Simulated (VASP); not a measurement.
A run of VASP 6.6.1:

INCAR

```
ALGO = Normal
EDIFF = 1E-6
ENCUT = 520
GGA = PE
ISIF = 2
ISMEAR = 0
LASPH = T
LCHARG = F
LREAL = F
LWAVE = F
NBANDS = 28
NELM = 100
PREC = Accurate
SIGMA = 0.02
```

KPOINTS

```
k-points
0
Gamma
  8 8 8
```

POSCAR

```
La2O3
1.0
    4.5800274998      0.0000000000      0.0000000000
    0.0000000000      4.5800274998      0.0000000000
    0.0000000000      0.0000000000      4.5800274998
La O
2 3
Direct
    0.0000000000      0.0000000000      0.0000000000
    0.5000000000      0.5000000000      0.5000000000
    0.0000000000      0.5000000000      0.5000000000
    0.5000000000      0.0000000000      0.5000000000
    0.5000000000      0.5000000000      0.0000000000
```

Potentials or basis: VASP PAW PBE potentials, release 64 (La, O).

Launch:

```console
$ cat potpaw_PBE.64/La/POTCAR potpaw_PBE.64/O/POTCAR > POTCAR
$ mpirun -np 1 vasp_std > vasp.out
```

Hardware: 1 thread of Intel(R) Xeon(R) Platinum 8488C (Sapphire Rapids) (shared host).

Problem. Estimate the wall time of this run.

Solution. Wall time 68 s on 1 thread of Intel(R) Xeon(R) Platinum 8488C (Sapphire Rapids), on a shared host, peak memory 0.26 GiB. Counts: scf iterations 16, k points 35.
